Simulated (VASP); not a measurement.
Here is a VASP 6.6.1 calculation.

INCAR

```
PREC = Accurate ; ENCUT = 500
EDIFF = 1E-6 ; ISMEAR = 0
SIGMA = 0.01 ; LREAL = F
LASPH = T ; NELM = 120
ALGO = Normal ; ISIF = 2
LWAVE = F ; LCHARG = T
GGA = PE ; LELF = T
LVHAR = T ; NBANDS = 15
GGA_COMPAT = F
```

File KPOINTS:

```
Automatic mesh
0
Gamma
  4 4 4
```

File POSCAR:

```
SrTe
1.0
    0.0000000000      3.3527582044      3.3527582044
    3.3527582044      0.0000000000      3.3527582044
    3.3527582044      3.3527582044      0.0000000000
Sr Te
1 1
Direct
    0.0000000000      0.0000000000      0.0000000000
    0.5000000000      0.5000000000      0.5000000000
```

Potentials or basis: VASP PAW PBE potentials, release 64 (Sr_sv, Te).

Launch:

```sh
$ cat potpaw_PBE.64/Sr_sv/POTCAR potpaw_PBE.64/Te/POTCAR > POTCAR
$ mpirun -np 1 vasp_std > vasp.out
```

Problem. Predict the band gap on the k mesh.

Solution. 1.74 eV (least direct gap 2.47 eV).

Problem. What does it give for the pressure?

Solution. 0.4 GPa.

Caveat: spin-orbit coupling is left out, which moves the levels of the heavy elements. A k mesh can miss the band edges.
